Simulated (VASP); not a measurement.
# Pd in VASP: notebook

The runs below take Pd through single point, with PBE.

Program: VASP 6.6.1. These are calculated values, not measurements. Logs are shortened: lines on timing, memory, paths and dates and some standing lists are left out, and cuts for length are marked.

## 1. The cell of the first run

Symmetry: Fm-3m, No. 225, cubic system. The conventional cell has a = 3.579 Å, b = 3.579 Å, c = 3.579 Å, α = 90.00°, β = 90.00°, γ = 90.00°. Pd (site symmetry m-3m) has 12 Pd at 2.53 Å within 3.3 Å.

## 2. Single point, PBE (strain -0.080 along x and y, -0.080 along z)

The input, INCAR:

```
SYSTEM = Pd
PREC = Accurate ; ENCUT = 520
EDIFF = 1E-6 ; ISMEAR = 0
SIGMA = 0.15 ; LREAL = .FALSE.
LASPH = .TRUE. ; NELM = 80
ALGO = Fast ; ISIF = 2
LWAVE = .FALSE. ; LCHARG = .TRUE.
GGA = PE ; LELF = .TRUE.
LVHAR = .TRUE. ; NBANDS = 11
```

The input, KPOINTS:

```
regular mesh
0
G
  20 20 20
  0 0 0
```

The input, POSCAR:

```
Pd
1.0
    0.0000000000      1.7893080000      1.7893080000
    1.7893080000      0.0000000000      1.7893080000
    1.7893080000      1.7893080000      0.0000000000
Pd
1
Direct
    0.0000000000      0.0000000000      0.0000000000
```

Potentials or basis: VASP PAW PBE potentials, release 64 (Pd).

Run with:

```console
$ cat potpaw_PBE.64/Pd/POTCAR > POTCAR
$ mpirun -np 1 vasp_std > vasp.out
```

OUTCAR:

```text
SYSTEM = Pd
   PREC = Accurate
   ENCUT = 520
   EDIFF = 1E-6
   ISMEAR = 0
   LREAL = .FALSE.
   LASPH = .TRUE.
   NELM = 80
   ISIF = 2
   GGA = PE

 ion  position               nearest neighbor table
   1  0.000  0.000  0.000-

  LATTYP: Found a face centered cubic cell.
 ALAT       =     3.5786160000

  Lattice vectors:

 A1 = (   0.0000000000,   1.7893080000,   1.7893080000)
 A2 = (   1.7893080000,   0.0000000000,   1.7893080000)
 A3 = (   1.7893080000,   1.7893080000,   0.0000000000)

Analysis of symmetry for initial positions (statically):
=====================================================================
 Subroutine PRICEL returns:
 Original cell was already a primitive cell.

 Routine SETGRP: Setting up the symmetry group for a
 face centered cubic supercell.

 Subroutine GETGRP returns: Found 48 space group operations
 (whereof 48 operations were pure point group operations)
 out of a pool of 48 trial point group operations.

The static configuration has the point symmetry O_h .

Analysis of symmetry for dynamics (positions and initial velocities):
=====================================================================
 Subroutine PRICEL returns:
 Original cell was already a primitive cell.

 Routine SETGRP: Setting up the symmetry group for a
 face centered cubic supercell.

 Subroutine GETGRP returns: Found 48 space group operations
 (whereof 48 operations were pure point group operations)
 out of a pool of 48 trial point group operations.

The dynamic configuration has the point symmetry O_h .

 Subroutine INISYM returns: Found 48 space group operations
 (whereof 48 operations are pure point group operations),
 and found     1 'primitive' translations

----------------------------------------------------------------------------------------

                                     Primitive cell

  volume of cell :      11.4574

  direct lattice vectors                    reciprocal lattice vectors
     0.000000000  1.789308000  1.789308000    -0.279437637  0.279437637  0.279437637
     1.789308000  0.000000000  1.789308000     0.279437637 -0.279437637  0.279437637
     1.789308000  1.789308000  0.000000000     0.279437637  0.279437637 -0.279437637

  length of vectors
     2.530463641  2.530463641  2.530463641     0.484000185  0.484000185  0.484000185

  position of ions in fractional coordinates (direct lattice)
     0.000000000  0.000000000  0.000000000

  ion indices of the primitive-cell ions
   primitive index   ion index
[... 81 lines left out ...]
   POTIM  = 0.5000    time-step for ionic-motion
   TEBEG  =    0.0;   TEEND  =   0.0 temperature during run
   PSTRESS=    0.0 pullay stress
   NELECT =      10.0000    total number of electrons
   NUPDOWN=      -1.0000    fix difference up-down
   EMIN   =  10.00;   EMAX   =-10.00  energy-range for DOS
   EFERMI =   0.00;   METHOD = LEGACY
   ISMEAR =     0;   SIGMA  =   0.15  broadening in eV -4-tet -1-fermi 0-gaus
   EFERMI_NEDOS =   21; number of points for ismear=-14 and -15
   IALGO  =     68    algorithm
   IMIX   =      4    mixing-type and parameters
     AMIX     =   0.40;   BMIX     =  1.00
     AMIX_MAG =   1.60;   BMIX_MAG =  1.00
  volume/ion in A,a.u.               =      11.46        77.32
  Fermi-wavevector in a.u.,A,eV,Ry     =   1.564515  2.956505 33.303078  2.447707
  Thomas-Fermi vector in A             =   2.667127
   LORBIT       =      0    0 simple, 1 ext, 2 COOP (PROOUT), +10 PAW based schemes
   GGA     = PE    functional components
   LHFCALC =     F    Hartree Fock is set to
   AEXX    =    0.0000 exact exchange contribution
   IVDW    =     0    specifies the selected vdW correction
   LEPSILON=     F    determine dielectric tensor
   LRPA    =     F    only Hartree local field effects (RPA)
 non-spin polarized calculation
 RMM-DIIS sequential band-by-band and
 Gauss-broadening in eV      SIGMA  =   0.15
  energy-cutoff  :      520.00
  volume of cell :       11.46
 maximum number of plane-waves:       331
   NGX =  9   NGY =  9   NGZ =  9

 number of electron      10.0000000 magnetization

 number of electron       9.9999998 magnetization

 Free energy of the ion-electron system (eV)
  ---------------------------------------------------
  ext. energy  EPLUGINS =         0.00000000
  ---------------------------------------------------
  free energy    TOTEN  =        -4.28453750 eV

  energy without entropy =       -4.26642957  energy(sigma->0) =       -4.27548353

 E-fermi :  14.7314     XC(G=0): -14.8256

 val. band max:       14.7302270293   @ k =   0.5000   0.0000   0.0000
 cond. band min:      14.7366393246   @ k =   0.5000   0.0500   0.0000
 fundamental gap:      0.0064122953
 Fermi energy:        14.7313875846

 k-point     1 :       0.0000    0.0000    0.0000
  band No.  band energies     occupation
      1       5.4493      2.00000
      2      10.4736      2.00000
      3      10.4736      2.00000
      4      10.4736      2.00000
      5      12.9024      2.00000
      6      12.9024      2.00000
      7      31.6481      0.00000
      8      37.9492      0.00000
      9      37.9492      0.00000
     10      37.9492      0.00000
     11      39.7849      0.00000
[... 309 lines left out ...]
 k-point    24 :      -0.3500    0.0500    0.0000
  band No.  band energies     occupation
      1       7.3911      2.00000
      2      10.5361      2.00000
      3      10.6323      2.00000
      4      12.4693      2.00000
      5      13.8323      2.00000
      6      14.7822      0.63215
      7      27.3501      0.00000
      8      32.2183      0.00000
      9      38.7538      0.00000
     10      39.8228      0.00000
     11      40.4854      0.00000

 [... further k-points ...]

------------------------ aborting loop because EDIFF is reached ----------------------------------------

  FORCE on cell =-STRESS in cart. coord.  units (eV):
  Direction    XX          YY          ZZ          XY          YZ          ZX
  --------------------------------------------------------------------------------------
  -------------------------------------------------------------------------------------
  Total        7.6135434      7.6135434      7.6135434      0.0000000      0.0000000      0.0000000
  in kB     1064.6628566   1064.6628566   1064.6628566      0.0000000      0.0000000      0.0000000
  external PRESSURE =    1064.6628566 kB  Pullay stress =       0.0000000 kB

 VOLUME and BASIS-vectors are now :
 -----------------------------------------------------------------------------
  energy-cutoff  :      520.00
  volume of cell :       11.46
      direct lattice vectors                 reciprocal lattice vectors
     0.000000000  1.789308000  1.789308000    -0.279437637  0.279437637  0.279437637
     1.789308000  0.000000000  1.789308000     0.279437637 -0.279437637  0.279437637
     1.789308000  1.789308000  0.000000000     0.279437637  0.279437637 -0.279437637

 POSITION                                       TOTAL-FORCE (eV/Angst)
 -----------------------------------------------------------------------------------
      0.00000      0.00000      0.00000        -0.000000     -0.000000     -0.000000
 -----------------------------------------------------------------------------------
    total drift:                                0.000000      0.000000      0.000000

  FREE ENERGIE OF THE ION-ELECTRON SYSTEM (eV)
  ---------------------------------------------------
  free  energy   TOTEN  =        -4.2845374952 eV

  energy  without entropy=       -4.2664295660  energy(sigma->0) =       -4.27548353
```

stdout:

```text
POSCAR found type information on POSCAR Pd
 POSCAR found :  1 types and       1 ions
 scaLAPACK will be used
 LDA part: xc-table for (Slater+PW92), standard interpolation
 POSCAR, INCAR and KPOINTS ok, starting setup
 FFT: planning ... GRIDC
 FFT: planning ... GRID_SOFT
 FFT: planning ... GRID
 WAVECAR not read
 entering main loop
```

It took 13 s on 1 thread of Intel Xeon 6975P-C (Granite Rapids), shared host; peak memory 0.15 GiB.

Results:

```yaml
Free_energy: -4.2845 eV
Pressure: 106.5 GPa
Band_gap_on_the_k_mesh: zero (band 5 reaches 15.23 eV, above the bottom of band 6 at 12.77 eV)
```

Levels at points of the mesh, in eV from the Fermi level:
```csv
k point,band 2,band 3,band 4,band 5,band 6,band 7,band 8,band 9
"(0.00, 0.00, 0.00)",-4.26,-4.26,-4.26,-1.83,-1.83,16.92,23.22,23.22
"(0.50, 0.00, 0.00)",-4.36,-4.36,0.00,0.00,0.47,9.71,16.38,23.43
"(0.50, 0.50, 0.00)",-7.59,-0.04,0.49,0.49,3.42,13.78,14.59,14.59
```

Caveat: the cell differs from its parent crystal (strain -0.080 along x and y, -0.080 along z).

## 3. Single point, PBE (strain -0.040 along x and y, -0.040 along z)

The input, INCAR:

```
PREC = Accurate ; ENCUT = 520
EDIFF = 1E-6 ; ISMEAR = 0
SIGMA = 0.15 ; LREAL = False
LASPH = True ; NELM = 100
ALGO = Fast ; ISIF = 2
LWAVE = False ; LCHARG = False
GGA = PE ; NBANDS = 11
```

The input, KPOINTS:

```
regular mesh
0
Gamma
  20 20 20
```

The input, POSCAR:

```
Pd
1.0
    0.0000000000      1.8671040000      1.8671040000
    1.8671040000      0.0000000000      1.8671040000
    1.8671040000      1.8671040000      0.0000000000
Pd
1
Direct
    0.0000000000      0.0000000000      0.0000000000
```

Potentials or basis: VASP PAW PBE potentials, release 64 (Pd).

Run with:

```console
$ cat potpaw_PBE.64/Pd/POTCAR > POTCAR
$ mpirun -np 1 vasp_std > vasp.out
```

It took 13 s on 1 thread of Intel Xeon 6975P-C (Granite Rapids), shared host; peak memory 0.15 GiB.

It converged, with:

```yaml
Free_energy: -4.9749 eV
Pressure: 42.2 GPa
Band_gap_on_the_k_mesh: zero (band 5 reaches 12.43 eV, above the bottom of band 6 at 10.46 eV)
```

Levels at points of the mesh, in eV from the Fermi level:
```csv
k point,band 3,band 4,band 5,band 6,band 7,band 8
"(0.00, 0.00, 0.00)",-3.47,-3.47,-1.49,-1.49,17.17,22.68
"(0.50, 0.00, 0.00)",-3.54,-0.01,-0.01,0.75,8.41,16.57
"(0.50, 0.50, 0.00)",-0.05,0.38,0.38,3.37,12.17,13.90
```

Caveat: the cell differs from its parent crystal (strain -0.040 along x and y, -0.040 along z).

## 4. Single point, PBE (strain +0.040 along x and y, +0.040 along z)

The input, INCAR:

```
PREC     = Accurate       # precision mode
ENCUT    = 520            # plane-wave cutoff, eV
EDIFF    = 1E-6           # SCF threshold, eV
ISMEAR   = 0              # smearing method
SIGMA    = 0.15           # smearing width, eV
LREAL    = F              # projectors in reciprocal space
LASPH    = T              # aspherical terms in the spheres
NELM     = 60             # most SCF steps
ALGO     = Fast           # electronic algorithm
ISIF     = 2              # what is computed and relaxed
LWAVE    = F              # write WAVECAR
LCHARG   = T              # write CHGCAR
GGA      = PE             # functional
LELF     = T              # ELF
LVHAR    = T            
NBANDS   = 11             # bands
```

The input, KPOINTS:

```
Automatic mesh
0
Gamma
  20 20 20
```

The input, POSCAR:

```
Pd
1.0
    0.0000000000      2.0226960000      2.0226960000
    2.0226960000      0.0000000000      2.0226960000
    2.0226960000      2.0226960000      0.0000000000
Pd
1
Direct
    0.0000000000      0.0000000000      0.0000000000
```

Potentials or basis: VASP PAW PBE potentials, release 64 (Pd).

Run with:

```console
$ cat potpaw_PBE.64/Pd/POTCAR > POTCAR
$ mpirun -np 1 vasp_std > vasp.out
```

OUTCAR:

```text
PREC = Accurate
   ENCUT = 520
   EDIFF = 1E-6
   ISMEAR = 0
   LREAL = F
   LASPH = T
   NELM = 60
   ISIF = 2
   GGA = PE

 ion  position               nearest neighbor table
   1  0.000  0.000  0.000-

  LATTYP: Found a face centered cubic cell.
 ALAT       =     4.0453920000

  Lattice vectors:

 A1 = (   0.0000000000,   2.0226960000,   2.0226960000)
 A2 = (   2.0226960000,   0.0000000000,   2.0226960000)
 A3 = (   2.0226960000,   2.0226960000,   0.0000000000)

Analysis of symmetry for initial positions (statically):
=====================================================================
 Subroutine PRICEL returns:
 Original cell was already a primitive cell.

 Routine SETGRP: Setting up the symmetry group for a
 face centered cubic supercell.

 Subroutine GETGRP returns: Found 48 space group operations
 (whereof 48 operations were pure point group operations)
 out of a pool of 48 trial point group operations.

The static configuration has the point symmetry O_h .

Analysis of symmetry for dynamics (positions and initial velocities):
[... 166 lines left out ...]
 k-point     1 :       0.0000    0.0000    0.0000
  band No.  band energies     occupation
      1       1.6743      2.00000
      2       5.6001      2.00000
      3       5.6001      2.00000
      4       5.6001      2.00000
      5       6.9313      2.00000
      6       6.9313      2.00000
      7      25.0324      0.00000
      8      29.1592      0.00000
      9      29.1592      0.00000
     10      29.1592      0.00000
     11      33.9536      0.00000
[... 309 lines left out ...]
 k-point    24 :      -0.3500    0.0500    0.0000
  band No.  band energies     occupation
      1       3.6189      2.00000
      2       5.6600      2.00000
      3       5.7141      2.00000
      4       6.8663      2.00000
      5       7.4655      2.00000
      6       8.0980      0.18635
      7      17.3742      0.00000
      8      24.8739      0.00000
      9      27.7657      0.00000
     10      29.3933      0.00000
     11      33.0394      0.00000

 [... further k-points ...]

------------------------ aborting loop because EDIFF is reached ----------------------------------------

  FORCE on cell =-STRESS in cart. coord.  units (eV):
  Direction    XX          YY          ZZ          XY          YZ          ZX
  --------------------------------------------------------------------------------------
  -------------------------------------------------------------------------------------
  Total       -1.0863599     -1.0863599     -1.0863599      0.0000000      0.0000000      0.0000000
  in kB     -105.1628746   -105.1628746   -105.1628746      0.0000000      0.0000000      0.0000000
  external PRESSURE =    -105.1628746 kB  Pullay stress =       0.0000000 kB

 VOLUME and BASIS-vectors are now :
 -----------------------------------------------------------------------------
  energy-cutoff  :      520.00
  volume of cell :       16.55
      direct lattice vectors                 reciprocal lattice vectors
     0.000000000  2.022696000  2.022696000    -0.247194833  0.247194833  0.247194833
     2.022696000  0.000000000  2.022696000     0.247194833 -0.247194833  0.247194833
     2.022696000  2.022696000  0.000000000     0.247194833  0.247194833 -0.247194833

 POSITION                                       TOTAL-FORCE (eV/Angst)
 -----------------------------------------------------------------------------------
      0.00000      0.00000      0.00000         0.000000      0.000000      0.000000
 -----------------------------------------------------------------------------------
    total drift:                               -0.000000      0.000000     -0.000000

  FREE ENERGIE OF THE ION-ELECTRON SYSTEM (eV)
  ---------------------------------------------------
  free  energy   TOTEN  =        -5.1855212816 eV

  energy  without entropy=       -5.1539381905  energy(sigma->0) =       -5.16972974
```

OSZICAR:

```text
N       E                     dE             d eps       ncg     rms          rms(c)
DAV:   1     0.425463318680E+02    0.42546E+02   -0.51005E+03  5672   0.840E+02
DAV:   2    -0.482634351329E+01   -0.47373E+02   -0.45736E+02  6417   0.179E+02
DAV:   3    -0.543087832105E+01   -0.60453E+00   -0.60129E+00  6604   0.213E+01
DAV:   4    -0.543413330262E+01   -0.32550E-02   -0.32546E-02  6609   0.168E+00
DAV:   5    -0.543417648735E+01   -0.43185E-04   -0.43185E-04  7262   0.169E-01    0.561E+00
RMM:   6    -0.519229731268E+01    0.24188E+00   -0.39598E-01  5787   0.575E+00    0.272E+00
RMM:   7    -0.518773347684E+01    0.45638E-02   -0.51699E-03  6426   0.811E-01    0.155E+00
RMM:   8    -0.518550876128E+01    0.22247E-02   -0.55135E-04  6435   0.213E-01    0.254E-02
RMM:   9    -0.518551852912E+01   -0.97678E-05   -0.63025E-05  7136   0.618E-02    0.103E-02
RMM:  10    -0.518552084060E+01   -0.23115E-05   -0.94969E-06  6924   0.227E-02    0.421E-03
RMM:  11    -0.518552128164E+01   -0.44104E-06   -0.31692E-06  6361   0.117E-02
   1 F= -.51855213E+01 E0= -.51697297E+01  d E =-.315831E-01
```

stdout:

```text
POSCAR found type information on POSCAR Pd
 POSCAR found :  1 types and       1 ions
 scaLAPACK will be used
 LDA part: xc-table for (Slater+PW92), standard interpolation
 POSCAR, INCAR and KPOINTS ok, starting setup
 FFT: planning ... GRIDC
 FFT: planning ... GRID_SOFT
 FFT: planning ... GRID
 WAVECAR not read
 entering main loop
```

It took 13 s on 1 thread of Intel Xeon 6975P-C (Granite Rapids), shared host; peak memory 0.17 GiB.

Results:

```
Free energy            : -5.1855 eV
Pressure               : -10.5 GPa
Band gap on the k mesh : zero (band 5 reaches 8.18 eV, above the bottom of band 6 at 6.88 eV)
```

Caveat: the cell differs from its parent crystal (strain +0.040 along x and y, +0.040 along z).

## 5. Single point, PBE (strain +0.080 along x and y, +0.080 along z)

The input, INCAR:

```
SYSTEM = Pd
  ALGO = Normal
  EDIFF = 1E-7
  ENCUT = 520
  GGA = PE
  ISIF = 2
  ISMEAR = 0
  LASPH = .TRUE.
  LCHARG = .TRUE.
  LELF = .TRUE.
  LREAL = .FALSE.
  LVHAR = .TRUE.
  LWAVE = .FALSE.
  NBANDS = 11
  NELM = 80
  PREC = Accurate
  SIGMA = 0.15
```

The input, KPOINTS:

```
k-points
0
G
  20 20 20
  0 0 0
```

The input, POSCAR:

```
Pd
1.0
    0.0000000000      2.1004920000      2.1004920000
    2.1004920000      0.0000000000      2.1004920000
    2.1004920000      2.1004920000      0.0000000000
Pd
1
Direct
    0.0000000000      0.0000000000      0.0000000000
```

Run with:

```console
$ cat potpaw_PBE.64/Pd/POTCAR > POTCAR
$ mpirun -np 1 vasp_std > vasp.out
```

Wall time 13 s (1 thread of Intel Xeon 6975P-C (Granite Rapids), shared host); peak memory 0.18 GiB.

Results (log left out):

```yaml
Free_energy: -4.9973 eV
Pressure: -18.7 GPa
Band_gap_on_the_k_mesh: zero (band 5 reaches 6.57 eV, above the bottom of band 6 at 5.50 eV)
```

Levels at points of the mesh, in eV from the Fermi level:
| k point | band 1 | band 2 | band 3 | band 4 | band 5 | band 6 | band 7 | band 8 | band 9 | band 10 |
| --- | --- | --- | --- | --- | --- | --- | --- | --- | --- | --- |
| (0.00, 0.00, 0.00) | -5.53 | -1.97 | -1.97 | -1.97 | -0.86 | -0.86 | 16.83 | 20.34 | 20.34 | 20.34 |
| (0.50, 0.00, 0.00) | -3.76 | -1.99 | -1.99 | -0.04 | -0.04 | 1.49 | 5.72 | 16.15 | 18.79 | 18.79 |
| (0.50, 0.50, 0.00) | -3.74 | -3.54 | -0.06 | 0.17 | 0.17 | 3.39 | 8.64 | 11.96 | 11.96 | 18.40 |

Caveat: the cell differs from its parent crystal (strain +0.080 along x and y, +0.080 along z).

(Part 1 of 2 ends here.)
